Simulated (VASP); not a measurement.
Input of a VASP 6.6.1 run:

INCAR

```
SYSTEM = Ta2W
ALGO = Normal
DIPOL = 0.5 0.5 0.500
EDIFF = 1E-6
ENCUT = 520
GGA = CA
IDIPOL = 3
ISIF = 2
ISMEAR = -1
LASPH = .True.
LCHARG = .True.
LDIPOL = .True.
LELF = .True.
LREAL = .False.
LVACPOTAV = .True.
LVHAR = .True.
LWAVE = .False.
NBANDS = 25
NELM = 60
PREC = Accurate
SIGMA = 0.1
```

File KPOINTS:

```
k-points
0
Gamma
  15 15 1
  0 0 0
```

File POSCAR:

```
Ta2W
1.0
    2.8181880382      0.0000000000      0.0000000000
   -0.9393960127      2.6570131632      0.0000000000
    0.0000000000      0.0000000000     20.6021000000
Ta W
2 1
Direct
    0.0000000000      0.0000000000      0.3918156972
    0.0000000000      0.0000000000      0.6081843226
    0.5000000000      0.5000000000      0.4999999802
```

Potentials or basis: VASP PAW LDA potentials, release 64 (Ta_pv, W_sv).

The run is started by

```console
$ cat potpaw_LDA.64/Ta_pv/POTCAR potpaw_LDA.64/W_sv/POTCAR > POTCAR
$ mpirun -np 1 vasp_std > vasp.out
```

(1) What does it give for the band gap on the k mesh?

(2) Predict the largest force.

## Answers

(1) zero (bands 18 and 19 overlap by 1.77 eV).

(2) 0.544 eV/Å.

Caveat: spin-orbit coupling is left out, which moves the levels of the heavy elements.
